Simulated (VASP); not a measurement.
# AgPbSeF: single point with PBEsol

AgPbSeF:

```
CELL_PARAMETERS angstrom
4.09198 0.00000 0.00000
0.00000 4.09198 0.00000
0.00000 0.00000 9.33801
ATOMIC_POSITIONS crystal
Pb 0.50000 0.00000 0.33950
Pb 0.00000 0.50000 0.66050
Ag 0.00000 0.00000 0.00000
Ag 0.50000 0.50000 0.00000
Se 0.00000 0.50000 0.19560
Se 0.50000 0.00000 0.80440
F 0.00000 0.00000 0.50000
F 0.50000 0.50000 0.50000
```

| Quantity | Value |
| --- | --- |
| Program | VASP 6.6.1 |
| Task | single point |
| Functional | PBEsol |
| Potentials or basis | VASP PAW PBE potentials, release 64 (Pb_d, Ag, Se, F) |
| Cutoff | 520 eV |
| k mesh | 6 × 6 × 4 |
| Occupations | gaussian, width 0.02 eV |
| Spin | no spin polarisation |

```
Pressure               : -0.1 GPa
Largest force          : 0.004 eV/Å
Band gap on the k mesh : 1.19 eV, indirect (least direct gap 1.53 eV)
```

Forces in eV/Å, atoms in the order of the input:
```
Pb   0.000  0.000 -0.004
Pb   0.000  0.000  0.004
Ag   0.000  0.000  0.000
Ag   0.000  0.000  0.000
Se   0.000  0.000  0.003
Se   0.000  0.000 -0.003
F    0.000  0.000  0.000
F    0.000  0.000  0.000
```

Stress tensor (GPa, compression positive):
```
-0.13  0.00  0.00
 0.00 -0.13  0.00
 0.00  0.00 -0.04
```

Levels at points of the mesh, in eV from the valence-band top:
| k point | band 34 | band 35 | band 36 | band 37 | band 38 | band 39 | band 40 | band 41 | band 42 | band 43 |
| --- | --- | --- | --- | --- | --- | --- | --- | --- | --- | --- |
| (0.00, 0.00, 0.00) | -1.75 | -1.75 | -1.11 | -0.67 | -0.67 | 1.19 | 2.29 | 3.43 | 4.54 | 4.55 |
| (0.50, 0.00, 0.00) | -2.87 | -0.80 | -0.80 | -0.46 | -0.46 | 1.62 | 1.62 | 3.62 | 3.62 | 3.86 |
| (0.50, 0.50, 0.00) | -2.84 | -1.98 | -1.98 | -1.89 | -1.89 | 1.79 | 1.79 | 2.84 | 2.84 | 4.29 |
| (0.00, 0.00, 0.50) | -1.88 | -1.88 | -1.20 | -0.49 | -0.49 | 1.41 | 1.49 | 4.07 | 4.07 | 4.63 |
| (0.50, 0.00, 0.50) | -2.82 | -0.89 | -0.89 | -0.47 | -0.47 | 1.65 | 1.65 | 3.65 | 3.65 | 3.91 |
| (0.50, 0.50, 0.50) | -3.18 | -2.11 | -2.11 | -1.72 | -1.72 | 2.78 | 2.78 | 2.81 | 2.81 | 2.83 |

Run time: 2.2 min on 1 thread of Intel(R) Xeon(R) Platinum 8559C (Emerald Rapids), with other jobs on the host, peak memory 0.36 GiB.

Caveat: the PAW data sets were made with another functional, which shifts forces and pressure a little; spin-orbit coupling is left out, which moves the levels of the heavy elements. A k mesh can miss the band edges.
